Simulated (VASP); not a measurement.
Hf3O2: single point with PBE

Crystal: Hf3O2.

```
CELL_PARAMETERS angstrom
3.76915 0.00000 0.00000
-1.88458 3.26418 0.00000
0.00000 0.00000 5.86419
ATOMIC_POSITIONS crystal
Hf 0.00000 0.00000 0.00000
Hf 0.33333 0.66667 0.64500
Hf 0.66667 0.33333 0.35500
O 0.33333 0.66667 0.24500
O 0.66667 0.33333 0.75500
```

```
Program             : VASP 6.6.1
Task                : single point
Functional          : PBE
Potentials or basis : VASP PAW PBE potentials, release 64 (Hf_pv, O)
Cutoff              : 520 eV
k mesh              : 6 × 6 × 4
Occupations         : gaussian, width 0.1 eV
Spin                : no spin polarisation
```

```json
{"Pressure": "2.1 GPa", "Largest force": "2.485 eV/Å", "Band gap on the k mesh": "zero (bands 21 and 22 overlap by 0.81 eV)"}
```

Forces on the atoms (eV/Å):
```
Hf   0.000  0.000  0.000
Hf   0.000  0.000  2.485
Hf   0.000  0.000 -2.485
O    0.000  0.000  0.861
O    0.000  0.000 -0.861
```

Stress tensor (GPa, compression positive):
```
-4.94  0.00  0.00
 0.00 -4.94  0.00
 0.00  0.00 16.19
```

Levels at points of the mesh, in eV from the Fermi level:
```tsv
k point	band 17	band 18	band 19	band 20	band 21	band 22	band 23	band 24	band 25	band 26
(0.00, 0.00, 0.00)	-6.39	-3.95	-1.96	-1.96	-0.84	1.80	2.36	2.36	2.49	2.67
(0.50, 0.00, 0.00)	-6.00	-2.60	-1.25	-0.62	-0.53	0.40	0.92	1.50	2.26	2.55
(0.00, 0.00, 0.50)	-6.43	-1.83	-1.41	-0.49	-0.49	-0.48	-0.48	0.17	1.88	1.88
(0.50, 0.00, 0.50)	-6.21	-1.68	-1.51	-1.20	0.33	0.38	1.23	1.99	2.14	2.77
```

It took 78 s on 1 thread of Intel(R) Xeon(R) Platinum 8259CL CPU @ 2.50GHz (Skylake/Cascade Lake) (shared host), peak memory 0.2 GiB.

Caveat: spin-orbit coupling is left out, which moves the levels of the heavy elements; forces of over 1 eV/Å act on the atoms, so gaps and moduli don't describe the material at rest.
